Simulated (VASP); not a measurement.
A run of VASP 6.6.1 is set up as follows.

Contents of INCAR:

```
SYSTEM = BaTiO3
PREC = Accurate
ENCUT = 520
EDIFF = 1E-6
ISMEAR = -1
SIGMA = 0.02
LREAL = .FALSE.
LASPH = .TRUE.
NELM = 80
ALGO = Normal
ISIF = 2
LWAVE = .FALSE.
LCHARG = .TRUE.
GGA = PE
LELF = .TRUE.
LVHAR = .TRUE.
NBANDS = 28
```

The input KPOINTS:

```
Automatic mesh
0
G
  6 6 6
  0 0 0
```

The input POSCAR:

```
BaTiO3
1.0
    3.9940965264      0.0000000000      0.0000000000
    0.0000000000      3.9940965264      0.0000000000
    0.0000000000      0.0000000000      3.9940965264
Ba Ti O
1 1 3
Direct
    0.0000000000      0.0000000000      0.0000000000
    0.5000000000      0.5000000000      0.5000000000
    0.5000000000      0.5000000000      0.0000000000
    0.5000000000      0.0000000000      0.5000000000
    0.0000000000      0.5000000000      0.5000000000
```

Potentials or basis: VASP PAW PBE potentials, release 64 (Ba_sv, Ti_sv, O).

Launch:

```sh
$ cat potpaw_PBE.64/Ba_sv/POTCAR potpaw_PBE.64/Ti_sv/POTCAR potpaw_PBE.64/O/POTCAR > POTCAR
$ mpirun -np 1 vasp_std > vasp.out
```

Task: Predict the pressure.

Result: 5.0 GPa.

Task: Predict the band gap on the k mesh.

Result: 1.76 eV (least direct gap 1.90 eV).

Caveat: the cell stands under pressure; spin-orbit coupling is left out, which moves the levels of the heavy elements. A k mesh can miss the band edges.
